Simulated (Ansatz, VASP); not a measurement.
**CdSe: VASP beside Ansatz**

```
Cd Se
1.0
     0.00000    3.06778    2.94507
     3.06778    0.00000    2.94507
     3.06778    3.06778    0.00000
Cd Se
1 1
Direct
  0.00000 0.00000 0.00000
  0.25000 0.25000 0.25000
```

Change from the starting cell: uniaxial_z strain -4.0%.

Alike in both runs: task single point; functional PBE; k mesh 8 × 8 × 8; occupations fermi-dirac, width 0.02 eV; no spin polarisation.

|  | VASP | Ansatz |
| --- | --- | --- |
| version | VASP 6.6.1 | Ansatz 0.2.0 |
| potentials or method | VASP PAW PBE potentials, release 64 (Cd, Se) | plane waves, PAW |
| plane-wave cutoff (eV) | 500 | 420 |
| valence electrons in the cell | 18 | 36 |

VASP gave:

| Property | Result |
| --- | --- |
| pressure (GPa) | 4.0 |
| traceless stress, the component that is largest in VASP (GPa) | 0.33 |

Question: What did Ansatz give for the same quantities?

Answer: Pressure (GPa): 3.7; traceless stress, the component that is largest in VASP (GPa): 0.34.

The functional is the same, so the differences come from potentials, cutoffs and numerics. VASP's potentials hold 18 valence electrons a cell and Ansatz's 36, so a difference there can come from the potentials and not from the codes.
